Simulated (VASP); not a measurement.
TaN: single point with PBE+D3(BJ)

The system is TaN, a slab with vacuum.

```
Ta N
1.0
     6.20149    0.00000    0.00000
     0.00000    6.20149    0.00000
     0.00000    0.00000   24.60072
Ta N
12 12
Cartesian
  3.1007 3.1007 8.0000
  3.1007 0.0000 8.0000
  0.0000 3.1007 8.0000
  0.0000 0.0000 8.0000
  4.6511 4.4961 10.1797
  4.6511 1.7054 10.1797
  1.5504 4.8142 10.1872
  1.5504 1.3873 10.1872
  0.0309 0.0000 12.2299
  -0.0594 3.1007 12.2167
  3.0698 0.0000 12.2299
  3.1601 3.1007 12.2167
  1.5504 1.5504 8.0000
  1.5504 4.6511 8.0000
  4.6511 1.5504 8.0000
  4.6511 4.6511 8.0000
  2.8992 3.1007 10.1189
  3.2970 0.0000 10.1306
  0.2016 3.1007 10.1189
  -0.1962 0.0000 10.1306
  4.6511 4.6633 12.5690
  4.6511 1.5381 12.5690
  1.5504 4.6358 12.5482
  1.5504 1.5657 12.5482
```

```yaml
Program: VASP 6.6.1
Task: single point
Functional: PBE
Dispersion: D3(BJ)
Potentials_or_basis: VASP PAW PBE potentials, release 64 (Ta_pv, N)
Cutoff: 520 eV
k_mesh: 3 × 3 × 1
Occupations: gaussian, width 0.1 eV
Spin: no spin polarisation
Dipole_correction: yes
Further_INCAR_settings: ALGO = Normal; EDIFF = 1e-06; NBANDS = 114; NELMDL = -8
```

```yaml
Largest_force: 1.388 eV/Å
Band_gap_on_the_k_mesh: zero (bands 96 and 97 overlap by 0.42 eV)
Dispersion_energy_per_atom: -0.308 eV
```

Forces in eV/Å, atoms in the order of the input:
```
Ta   0.412  0.000  1.325
Ta  -0.376  0.000  1.263
Ta  -0.412  0.000  1.325
Ta   0.376  0.000  1.263
Ta   0.000 -0.035  0.019
Ta   0.000  0.035  0.019
Ta   0.000  0.053 -0.030
Ta   0.000 -0.053 -0.030
Ta   0.069  0.000  0.027
Ta   0.150  0.000  0.148
Ta  -0.069  0.000  0.027
Ta  -0.150  0.000  0.148
N    0.000  0.000 -1.351
N    0.000  0.000 -1.351
N    0.000 -0.016 -1.343
N    0.000  0.016 -1.343
N    0.002  0.000  0.003
N    0.021  0.000 -0.050
N   -0.002  0.000  0.003
N   -0.021  0.000 -0.050
N    0.000  0.016  0.025
N    0.000 -0.016  0.025
N    0.000  0.024 -0.035
N    0.000 -0.024 -0.035
```

Levels at points of the mesh, in eV from the Fermi level:
```tsv
k point	band 94	band 95	band 96	band 97	band 98	band 99
(0.00, 0.00, 0.00)	-0.28	-0.13	-0.01	0.74	0.76	0.76
```

Wall time 18 min on 1 thread of AMD EPYC 9R45 96-Core Processor (Zen 5), with other jobs on the host, peak memory 0.96 GiB.

Caveat: spin-orbit coupling is left out, which moves the levels of the heavy elements.
